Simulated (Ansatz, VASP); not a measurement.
# Two plane-wave programs on BaTiO3

The input INCAR:

```
PREC     = Accurate       # precision mode
ENCUT    = 520            # plane-wave cutoff, eV
EDIFF    = 1E-8           # SCF threshold, eV
ISMEAR   = -1             # smearing method
SIGMA    = 0.08           # smearing width, eV
LREAL    = F              # projectors in reciprocal space
LASPH    = T              # aspherical terms in the spheres
NELM     = 80             # most SCF steps
ALGO     = Normal         # electronic algorithm
ISIF     = 2              # what is computed and relaxed
LWAVE    = F              # write WAVECAR
LCHARG   = F              # write CHGCAR
GGA      = PS             # functional
LEFG     = T            
NBANDS   = 28             # bands
```

KPOINTS

```
Automatic mesh
0
Gamma
  7 7 7
```

The input POSCAR:

```
BaTiO3
1.0
    4.0797960000      0.0000000000      0.0000000000
    0.0000000000      4.0797960000      0.0000000000
    0.0000000000      0.0000000000      4.0180000000
Ba Ti O
1 1 3
Direct
    0.0000000000      0.0000000000      0.0000000000
    0.5000000000      0.5000000000      0.4820000000
    0.5000000000      0.5000000000      0.0160000000
    0.5000000000      0.0000000000      0.5150000000
    0.0000000000      0.5000000000      0.5150000000
```

Input for Ansatz:

```yaml
crystal:
  lattice:
    - [4.079796, 0.0, 0.0]
    - [0.0, 4.079796, 0.0]
    - [0.0, 0.0, 4.018]
  atoms:
    - { symbol: Ba, position: [0.0, 0.0, 0.0] }
    - { symbol: Ti, position: [0.5, 0.5, 0.482] }
    - { symbol: O, position: [0.5, 0.5, 0.016] }
    - { symbol: O, position: [0.5, 0.0, 0.515] }
    - { symbol: O, position: [0.0, 0.5, 0.515] }
kpoints:
  mp_grid: { grid: [7, 7, 7] }
scf:
  occupations: { method: fermi_dirac, width: 0.08 }
hamiltonian:
  xc: pbesol
  pseudopotentials: { kind: paw }
output:
  forces: true
  stress: true
  eigenvalues: true
  efg: { contact_densities: true }
```

Change from the starting cell: equal xx and yy strain of +2 %, PAW files.

Alike in both runs: task electric field gradients; functional PBEsol; k mesh 7 × 7 × 7; occupations fermi-dirac, width 0.08 eV; no spin polarisation.

|  | VASP | Ansatz |
| --- | --- | --- |
| version | VASP 6.6.1 | Ansatz 0.2.0 |
| potentials or method | VASP PAW PBE potentials, release 64 (Ba_sv, Ti_sv, O) | PAW with Ansatz's default frozen-core files, scalar-relativistic |
| plane-wave cutoff (eV) | 520 | 420 |
| valence electrons in the cell | 40 | 40 |

```tsv
	VASP	Ansatz	Ansatz less VASP
pressure (GPa)	-7.7	-9.3	-1.58
traceless stress, the component that is largest in VASP (GPa)	3.09	2.96	-0.127
rms of the force components (eV/Å)	0.136	0.147	+0.0103
size of Vzz on the site where it differs most (V/Å²)	11.8	13.2	+1.38
```

VASP's potentials were made for PBE, not for PBEsol. Atom by atom the forces differ by 0.018 eV/Å (rms over components). With one functional, cell and mesh, what is left measures potentials, basis and numerics.

Neither program's run includes spin-orbit coupling.
